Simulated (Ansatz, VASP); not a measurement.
# Zr2O in VASP and in Ansatz

File INCAR:

```
PREC = Accurate
ENCUT = 520
EDIFF = 1E-6
ISMEAR = 0
SIGMA = 0.15
LREAL = False
LASPH = True
NELM = 60
ALGO = Normal
ISIF = 2
LWAVE = False
LCHARG = False
GGA = PS
NBANDS = 39
```

The input KPOINTS:

```
Automatic mesh
0
Gamma
  12 12 12
```

The input POSCAR:

```
Zr2O
1.0
    4.2767858792      0.0000000000      0.0000000000
    0.0000000000      4.2767858792      0.0000000000
    0.0000000000      0.0000000000      6.0473752332
Zr O
4 2
Direct
    0.2500000000      0.2500000000      0.7500000000
    0.7500000000      0.2500000000      0.2500000000
    0.2500000000      0.7500000000      0.2500000000
    0.7500000000      0.7500000000      0.7500000000
    0.0000000000      0.0000000000      0.0000000000
    0.5000000000      0.5000000000      0.5000000000
```

Input for Ansatz:

```yaml
crystal:
  lattice:
    - [4.2767858792, 0.0, 0.0]
    - [0.0, 4.2767858792, 0.0]
    - [0.0, 0.0, 6.0473752332]
  atoms:
    - { symbol: Zr, position: [0.25, 0.25, 0.75] }
    - { symbol: Zr, position: [0.75, 0.25, 0.25] }
    - { symbol: Zr, position: [0.25, 0.75, 0.25] }
    - { symbol: Zr, position: [0.75, 0.75, 0.75] }
    - { symbol: O, position: [0.0, 0.0, 0.0] }
    - { symbol: O, position: [0.5, 0.5, 0.5] }
basis:
  ecutwfc: 420
kpoints:
  mp_grid: { grid: [12, 12, 12] }
hamiltonian:
  xc: pbesol
scf:
  occupations: { method: gaussian, width: 0.15 }
output:
  forces: true
  stress: true
  eigenvalues: true
```

Alike in both runs: task single point; functional PBEsol; k mesh 12 × 12 × 12; occupations gaussian, width 0.15 eV; no spin polarisation.

|  | VASP | Ansatz |
| --- | --- | --- |
| version | VASP 6.6.1 | Ansatz 0.2.0 |
| potentials or method | VASP PAW PBE potentials, release 64 (Zr_sv, O), cutoff 520 eV | scalar-relativistic, plane waves, PAW |
| valence electrons in the cell | 60 | 60 |

```tsv
	VASP	Ansatz	Ansatz less VASP
gap on the k mesh at the Fermi level (eV)	none	none	-
pressure (GPa)	-2.6	-2.8	-0.20
traceless stress, the component that is largest in VASP (GPa)	-16.30	-16.38	-0.077
```

VASP's potentials were made for PBE, not for PBEsol. A gap of «none» marks a metal or a gap that the smearing closes.
